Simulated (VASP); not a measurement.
Input of a VASP 6.6.1 run:

INCAR

```
SYSTEM = Na
PREC = Accurate
ENCUT = 600
EDIFF = 1E-6
ISMEAR = 1
SIGMA = 0.1
LREAL = .False.
LASPH = .True.
NELM = 60
ALGO = Normal
ISIF = 3
LWAVE = .False.
LCHARG = .False.
GGA = PS
IVDW = 13
IBRION = 2
NSW = 80
EDIFFG = -0.02
```

File KPOINTS:

```
regular mesh
0
Gamma
  9 9 9
  0 0 0
```

POSCAR

```
Na
1.0
    3.7083207800      0.0000000000      0.0000000000
   -1.2361069264      3.4962383606      0.0000000000
   -1.2361069264     -1.7481191797      3.0278312383
Na
1
Direct
    0.0000000000      0.0000000000      0.0000000000
```

Potentials or basis: VASP PAW PBE potentials, release 64 (Na_pv).

Launch:

```bash
$ cat potpaw_PBE.64/Na_pv/POTCAR > POTCAR
$ mpirun -np 1 vasp_std > vasp.out
```

(1) Estimate the relaxed volume.

(2) Predict the relaxed cell.

(3) What does it give for the dispersion energy per atom?

(4) Estimate the space group after relaxing (to 0.05 Å).

Answers

(1) 36.00 Å³/atom.

(2) a = 3.603 Å, b = 3.603 Å, c = 3.603 Å, α = 109.47°, β = 109.47°, γ = 109.47°.

(3) -0.008 eV.

(4) Im-3m (No. 229).

Caveat: the PAW data sets were made with another functional, which shifts forces and pressure a little; pairwise dispersion overbinds metals, which lowers pressure and volume.
